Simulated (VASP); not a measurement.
# Ga4Sb5 in VASP: further runs

The runs below take Ga4Sb5 through single point, with PBE.

Program: VASP 6.6.1. These are calculated values, not measurements. Logs are shortened: lines on timing, memory, paths and dates and some standing lists are left out, and cuts for length are marked.

### 1 The cell of the first run

The cell holds a slab with vacuum, 9 atoms: a = 4.394 Å, b = 4.394 Å, c = 27.428 Å, α = 90.00°, β = 90.00°, γ = 90.00°.

### 2 Single point, PBE

File INCAR:

```
PREC = Accurate
ENCUT = 520
EDIFF = 1E-6
ISMEAR = 0
SIGMA = 0.1
LREAL = False
LASPH = True
NELM = 60
ALGO = Normal
ISIF = 2
LWAVE = False
LCHARG = True
LDIPOL = True
IDIPOL = 3
DIPOL = 0.5 0.5 0.500
GGA = PE
LELF = True
LVHAR = True
LVACPOTAV = True
NBANDS = 48
```

File KPOINTS:

```
regular mesh
0
Gamma
  8 8 1
```

File POSCAR:

```
Ga4Sb5
1.0
    4.3938492946      0.0000000000      0.0000000000
    0.0000000000      4.3938492946      0.0000000000
    0.0000000000      0.0000000000     27.4276825268
Sb Ga
5 4
Direct
    0.0000000000      0.5000000000      0.2734463618
    0.5000000000      0.0000000000      0.3867231809
    0.0000000000      0.5000000000      0.5000000000
    0.5000000000      0.0000000000      0.6132768191
    0.0000000000      0.5000000000      0.7265536382
    0.5000000000      0.5000000000      0.3300847714
    0.0000000000      0.0000000000      0.4433615905
    0.5000000000      0.5000000000      0.5566384095
    0.0000000000      0.0000000000      0.6699152286
```

Potentials or basis: VASP PAW PBE potentials, release 64 (Sb, Ga_d).

Started as:

```sh
cat potpaw_PBE.64/Sb/POTCAR potpaw_PBE.64/Ga_d/POTCAR > POTCAR
mpirun -np 1 vasp_std > vasp.out
```

OUTCAR:

```text
PREC = Accurate
   ENCUT = 520
   EDIFF = 1E-6
   ISMEAR = 0
   LREAL = False
   LASPH = True
   NELM = 60
   ISIF = 2
   GGA = PE

 ion  position               nearest neighbor table
   1  0.000  0.500  0.273-   6 2.69   6 2.69
   2  0.500  0.000  0.387-   6 2.69   6 2.69   7 2.69   7 2.69
   3  0.000  0.500  0.500-   7 2.69   8 2.69   7 2.69   8 2.69
   4  0.500  0.000  0.613-   9 2.69   9 2.69   8 2.69   8 2.69
   5  0.000  0.500  0.727-   9 2.69   9 2.69
   6  0.500  0.500  0.330-   2 2.69   2 2.69   1 2.69   1 2.69
   7  0.000  0.000  0.443-   3 2.69   3 2.69   2 2.69   2 2.69
   8  0.500  0.500  0.557-   3 2.69   3 2.69   4 2.69   4 2.69
   9  0.000  0.000  0.670-   4 2.69   4 2.69   5 2.69   5 2.69

  LATTYP: Found a simple tetragonal cell.
 ALAT       =     4.3938492946
 C/A-ratio  =     6.2422902307

  Lattice vectors:

 A1 = (   4.3938492946,   0.0000000000,   0.0000000000)
 A2 = (   0.0000000000,   4.3938492946,   0.0000000000)
 A3 = (   0.0000000000,   0.0000000000,  27.4276825268)

Analysis of symmetry for initial positions (statically):
=====================================================================
 Subroutine PRICEL returns:
 Original cell was already a primitive cell.

 Routine SETGRP: Setting up the symmetry group for a
 simple tetragonal supercell.

 Subroutine GETGRP returns: Found  8 space group operations
 (whereof  4 operations were pure point group operations)
 out of a pool of 16 trial point group operations.

The static configuration has the point symmetry C_2v.
 The point group associated with its full space group is D_2d.

Analysis of symmetry for dynamics (positions and initial velocities):
=====================================================================
 Subroutine PRICEL returns:
 Original cell was already a primitive cell.

 Routine SETGRP: Setting up the symmetry group for a
 simple tetragonal supercell.

 Subroutine GETGRP returns: Found  8 space group operations
 (whereof  4 operations were pure point group operations)
 out of a pool of 16 trial point group operations.

The dynamic configuration has the point symmetry C_2v.
 The point group associated with its full space group is D_2d.

 Subroutine INISYM returns: Found  8 space group operations
 (whereof  4 operations are pure point group operations),
 and found     1 'primitive' translations

----------------------------------------------------------------------------------------

                                     Primitive cell

  volume of cell :     529.5164

  direct lattice vectors                    reciprocal lattice vectors
     4.393849295  0.000000000  0.000000000     0.227590874  0.000000000  0.000000000
     0.000000000  4.393849295  0.000000000     0.000000000  0.227590874  0.000000000
     0.000000000  0.000000000 27.427682527     0.000000000  0.000000000  0.036459515

  length of vectors
     4.393849295  4.393849295 27.427682527     0.227590874  0.227590874  0.036459515

  position of ions in fractional coordinates (direct lattice)
     0.000000000  0.500000000  0.273446362
     0.500000000  0.000000000  0.386723181
     0.000000000  0.500000000  0.500000000
     0.500000000  0.000000000  0.613276819
     0.000000000  0.500000000  0.726553638
     0.500000000  0.500000000  0.330084771
     0.000000000  0.000000000  0.443361590
     0.500000000  0.500000000  0.556638410
     0.000000000  0.000000000  0.669915229

  ion indices of the primitive-cell ions
   primitive index   ion index
                 1           1
                 2           2
                 3           3
                 4           4
                 5           5
                 6           6
                 7           7
                 8           8
                 9           9

----------------------------------------------------------------------------------------

 KPOINTS: regular mesh

Automatic generation of k-mesh.
 Grid dimensions read from file:
 generate k-points for:    8    8    1

 Generating k-lattice:

  Cartesian coordinates                     Fractional coordinates (reciprocal lattice)
     0.028448859  0.000000000  0.000000000     0.125000000  0.000000000  0.000000000
     0.000000000  0.028448859  0.000000000     0.000000000  0.125000000  0.000000000
     0.000000000  0.000000000  0.036459515     0.000000000  0.000000000  1.000000000

  Length of vectors
     0.028448859  0.028448859  0.036459515

  Shift w.r.t. Gamma in fractional coordinates (k-lattice)
     0.000000000  0.000000000  0.000000000

 Subroutine IBZKPT returns following result:
 ===========================================

 Found     15 irreducible k-points:

 Following reciprocal coordinates:
            Coordinates               Weight
  0.000000  0.000000  0.000000      1.000000
  0.125000  0.000000  0.000000      4.000000
  0.250000  0.000000  0.000000      4.000000
  0.375000  0.000000  0.000000      4.000000
  0.500000  0.000000  0.000000      2.000000
  0.125000  0.125000  0.000000      4.000000
  0.250000  0.125000  0.000000      8.000000
  0.375000  0.125000  0.000000      8.000000
  0.500000  0.125000  0.000000      4.000000
  0.250000  0.250000  0.000000      4.000000
  0.375000  0.250000  0.000000      8.000000
  0.500000  0.250000  0.000000      4.000000
  0.375000  0.375000  0.000000      4.000000
  0.500000  0.375000  0.000000      4.000000
  0.500000  0.500000  0.000000      1.000000
   k-points           NKPTS =     15   k-points in BZ     NKDIM =     15   number of bands    NBANDS=     48
   number of dos      NEDOS =    301   number of ions     NIONS =      9
   total plane-waves  NPLWV = 272160
   dimension x,y,z NGX =    36 NGY =   36 NGZ =  210
   dimension x,y,z NGXF=    72 NGYF=   72 NGZF=  420
   ions per type =               5   4
   NGX,Y,Z   is equivalent  to a cutoff of  13.62, 13.62, 12.73 a.u.
   NGXF,Y,Z  is equivalent  to a cutoff of  27.24, 27.24, 25.46 a.u.
 SYSTEM =  unknown system
   PREC   = accura    normal or accurate (medium, high low for compatibility)
   ISTART =      0    job   : 0-new  1-cont  2-samecut
   ICHARG =      2    charge: 1-file 2-atom 10-const
   ISPIN  =      1    spin polarized calculation?
   LNONCOLLINEAR =      F non collinear calculations
   LSORBIT =      F    spin-orbit coupling
   LASPH  =      T    aspherical Exc in radial PAW
   ENCUT  =  520.0 eV  38.22 Ry    6.18 a.u.   8.17  8.17 51.00*2*pi/ulx,y,z
   NELM   =     60;   NELMIN=  2; NELMDL= -5     # of ELM steps
   EDIFF  = 0.1E-05   stopping-criterion for ELM
   LREAL  =      F    real-space projection
   EDIFFG = 0.1E-04   stopping-criterion for IOM
   NSW    =      0    number of steps for IOM
   IBRION =     -1    ionic relax: 0-MD 1-quasi-New 2-CG
   NFREE  =      0    steps in history (QN), initial steepest desc. (CG)
   ISIF   =      2    stress and relaxation
   ISYM   =      2    0-nonsym 1-usesym 2-fastsym
   POTIM  = 0.5000    time-step for ionic-motion
   TEBEG  =    0.0;   TEEND  =   0.0 temperature during run
   PSTRESS=    0.0 pullay stress
   NELECT =      77.0000    total number of electrons
   NUPDOWN=      -1.0000    fix difference up-down
   EMIN   =  10.00;   EMAX   =-10.00  energy-range for DOS
   EFERMI =   0.00;   METHOD = LEGACY
   ISMEAR =     0;   SIGMA  =   0.10  broadening in eV -4-tet -1-fermi 0-gaus
   EFERMI_NEDOS =   21; number of points for ismear=-14 and -15
   IALGO  =     38    algorithm
   IMIX   =      4    mixing-type and parameters
     AMIX     =   0.40;   BMIX     =  1.00
     AMIX_MAG =   1.60;   BMIX_MAG =  1.00
  volume/ion in A,a.u.               =      58.84       397.04
  Fermi-wavevector in a.u.,A,eV,Ry     =   0.860885  1.626837 10.083596  0.741123
  Thomas-Fermi vector in A             =   1.978457
   LORBIT       =      0    0 simple, 1 ext, 2 COOP (PROOUT), +10 PAW based schemes
   GGA     = PE    functional components
   LHFCALC =     F    Hartree Fock is set to
   AEXX    =    0.0000 exact exchange contribution
   IVDW    =     0    specifies the selected vdW correction
   LEPSILON=     F    determine dielectric tensor
   LRPA    =     F    only Hartree local field effects (RPA)
 non-spin polarized calculation
 Gauss-broadening in eV      SIGMA  =   0.10
  energy-cutoff  :      520.00
  volume of cell :      529.52
 maximum number of plane-waves:     14306
 NGX is ok and might be reduce to    36
   NGX = 17   NGY = 17   NGZ =101

 number of electron      76.9999974 magnetization

 dipolmoment           0.000000      0.000000     -0.000000 electrons x Angstroem

 Free energy of the ion-electron system (eV)
  ---------------------------------------------------
  ext. energy  EPLUGINS =         0.00000000
  ---------------------------------------------------
  free energy    TOTEN  =       -31.34394358 eV

  energy without entropy =      -31.31716680  energy(sigma->0) =      -31.33055519

 E-fermi :  -0.4055     XC(G=0):  -5.1988

 val. band max:       -0.4308379637   @ k =   0.1250   0.1250   0.0000
 cond. band min:      -0.3784126879   @ k =   0.1250   0.0000   0.0000
 fundamental gap:      0.0524252758
 Fermi energy:        -0.4055499837

 k-point     1 :       0.0000    0.0000    0.0000
  band No.  band energies     occupation
      1     -15.0681      2.00000
      2     -15.0494      2.00000
      3     -15.0373      2.00000
      4     -15.0373      2.00000
      5     -15.0257      2.00000
      6     -15.0257      2.00000
[... 40 lines left out ...]
     47       2.5302      0.00000
     48       2.5752      0.00000

 k-point     2 :       0.1250    0.0000    0.0000
  band No.  band energies     occupation
      1     -15.0672      2.00000
      2     -15.0484      2.00000
      3     -15.0388      2.00000
      4     -15.0369      2.00000
      5     -15.0272      2.00000
      6     -15.0260      2.00000
[... 40 lines left out ...]
     47       2.8318      0.00000
     48       3.1109      0.00000

 k-point     3 :       0.2500    0.0000    0.0000
  band No.  band energies     occupation
      1     -15.0659      2.00000
      2     -15.0475      2.00000
      3     -15.0411      2.00000
      4     -15.0359      2.00000
      5     -15.0300      2.00000
      6     -15.0268      2.00000
[... 40 lines left out ...]
     47       3.5344      0.00000
     48       3.6796      0.00000

 k-point     4 :       0.3750    0.0000    0.0000
  band No.  band energies     occupation
      1     -15.0656      2.00000
      2     -15.0496      2.00000
      3     -15.0406      2.00000
      4     -15.0347      2.00000
      5     -15.0316      2.00000
      6     -15.0277      2.00000
[... 499 lines left out ...]
     47       3.5477      0.00000
     48       4.0113      0.00000

 k-point    14 :       0.5000    0.3750    0.0000
  band No.  band energies     occupation
      1     -15.0780      2.00000
      2     -15.0524      2.00000
      3     -15.0464      2.00000
      4     -15.0277      2.00000
      5     -15.0206      2.00000
      6     -15.0201      2.00000
[... 40 lines left out ...]
     47       3.3136      0.00000
     48       3.8437      0.00000

 k-point    15 :       0.5000    0.5000    0.0000
  band No.  band energies     occupation
      1     -15.0799      2.00000
      2     -15.0533      2.00000
      3     -15.0471      2.00000
      4     -15.0269      2.00000
      5     -15.0186      2.00000
      6     -15.0186      2.00000
[... 40 lines left out ...]
     47       2.9469      0.00000
     48       3.6708      0.00000

------------------------ aborting loop because EDIFF is reached ----------------------------------------

  FORCE on cell =-STRESS in cart. coord.  units (eV):
  Direction    XX          YY          ZZ          XY          YZ          ZX
  --------------------------------------------------------------------------------------
  -------------------------------------------------------------------------------------
  Total       -2.8010853     -2.8010853      0.4671747      0.0000000      0.0000000      0.0000000
  in kB       -8.4753471     -8.4753471      1.4135479      0.0000000      0.0000000      0.0000000
  external PRESSURE =      -5.1790488 kB  Pullay stress =       0.0000000 kB

 VOLUME and BASIS-vectors are now :
 -----------------------------------------------------------------------------
  energy-cutoff  :      520.00
  volume of cell :      529.52
      direct lattice vectors                 reciprocal lattice vectors
     4.393849295  0.000000000  0.000000000     0.227590874  0.000000000  0.000000000
     0.000000000  4.393849295  0.000000000     0.000000000  0.227590874  0.000000000
     0.000000000  0.000000000 27.427682527     0.000000000  0.000000000  0.036459515

 POSITION                                       TOTAL-FORCE (eV/Angst)
 -----------------------------------------------------------------------------------
      0.00000      2.19692      7.50000         0.000000      0.000000      0.026672
      2.19692      0.00000     10.60692         0.000000      0.000000      0.126432
      0.00000      2.19692     13.71384         0.000000      0.000000      0.000000
      2.19692      0.00000     16.82076         0.000000      0.000000     -0.126432
      0.00000      2.19692     19.92768         0.000000      0.000000     -0.026672
      2.19692      2.19692      9.05346         0.000000      0.000000     -0.154978
      0.00000      0.00000     12.16038         0.000000      0.000000     -0.050878
      2.19692      2.19692     15.26730         0.000000      0.000000      0.050878
      0.00000      0.00000     18.37422         0.000000      0.000000      0.154978
 -----------------------------------------------------------------------------------
    total drift:                                0.000000      0.000000     -0.000000

  FREE ENERGIE OF THE ION-ELECTRON SYSTEM (eV)
  ---------------------------------------------------
  free  energy   TOTEN  =       -31.3439435800 eV

  energy  without entropy=      -31.3171668035  energy(sigma->0) =      -31.33055519

 vacuum level on the upper side and lower side of the slab         4.842         4.842
```

Run time: 28 min. Hardware: 1 thread of Intel Xeon 8259CL, shared host; peak memory 0.73 GiB.

Results:

```
Free energy            : -31.3439 eV
Largest force          : 0.155 eV/Å
Band gap on the k mesh : zero (an odd number of electrons rules out a gap without spin polarisation)
```

Forces in eV/Å, atoms in the order of the input:
```
Sb   0.000  0.000  0.027
Sb   0.000  0.000  0.126
Sb   0.000  0.000  0.000
Sb   0.000  0.000 -0.126
Sb   0.000  0.000 -0.027
Ga   0.000  0.000 -0.155
Ga   0.000  0.000 -0.051
Ga   0.000  0.000  0.051
Ga   0.000  0.000  0.155
```

Caveat: spin-orbit coupling is left out, which moves the levels of the heavy elements; an odd number of electrons without spin polarisation forces a metal; a magnetic or distorted state may lie lower.

### 3 Single point, PBE

File INCAR:

```
SYSTEM = Ga4Sb5
  PREC = Accurate
  ENCUT = 520
  EDIFF = 1E-6
  ISMEAR = 0
  SIGMA = 0.1
  LREAL = .False.
  LASPH = .True.
  NELM = 100
  ALGO = Normal
  ISIF = 2
  LWAVE = .False.
  LCHARG = .False.
  LDIPOL = .True.
  IDIPOL = 3
  DIPOL = 0.5 0.5 0.500
  GGA = PE
  NBANDS = 48
```

File KPOINTS:

```
Automatic mesh
0
Gamma
  8 8 1
  0 0 0
```

File POSCAR:

```
Ga4Sb5
1.0
    4.3938492946      0.0000000000      0.0000000000
    0.0000000000      4.3938492946      0.0000000000
    0.0000000000      0.0000000000     27.4276825268
Sb Ga
5 4
Direct
    0.0000000000      0.5000000000      0.2726572949
    0.5000000000      0.0000000000      0.3865821652
    0.0000000000      0.5000000000      0.5000000112
    0.5000000000      0.0000000000      0.6134178522
    0.0000000000      0.5000000000      0.7273427230
    0.5000000000      0.5000000000      0.3287998136
    0.0000000000      0.0000000000      0.4429677951
    0.5000000000      0.5000000000      0.5570321727
    0.0000000000      0.0000000000      0.6712001722
```

Potentials or basis: VASP PAW PBE potentials, release 64 (Sb, Ga_d).

Started as:

```sh
cat potpaw_PBE.64/Sb/POTCAR potpaw_PBE.64/Ga_d/POTCAR > POTCAR
mpirun -np 1 vasp_std > vasp.out
```

Run time: 28 min. Hardware: 1 thread of Intel Xeon 8259CL, shared host; peak memory 0.73 GiB.

It converged, with:

```yaml
Free_energy: -31.3490 eV
Largest_force: 0.006 eV/Å
Band_gap_on_the_k_mesh: zero (an odd number of electrons rules out a gap without spin polarisation)
```

Forces in eV/Å, atoms in the order of the input:
```
Sb   0.000  0.000 -0.006
Sb   0.000  0.000  0.003
Sb   0.000  0.000  0.000
Sb   0.000  0.000 -0.003
Sb   0.000  0.000  0.006
Ga   0.000  0.000 -0.005
Ga   0.000  0.000  0.003
Ga   0.000  0.000 -0.003
Ga   0.000  0.000  0.005
```

Levels at points of the mesh, in eV from the Fermi level:
```
           k point  band 37  band 38  band 39  band 40  band 41  band 42
(0.00, 0.00, 0.00)     0.03     0.34     1.16     1.16     1.35     1.42
(0.50, 0.00, 0.00)    -0.47    -0.38    -0.21     1.29     1.40     1.56
(0.50, 0.50, 0.00)    -0.78    -0.73    -0.73    -0.70     2.00     2.00
```

Caveat: spin-orbit coupling is left out, which moves the levels of the heavy elements; an odd number of electrons without spin polarisation forces a metal; a magnetic or distorted state may lie lower.

The gap in the log of VASP goes by the Fermi energy; the results here count the filled bands.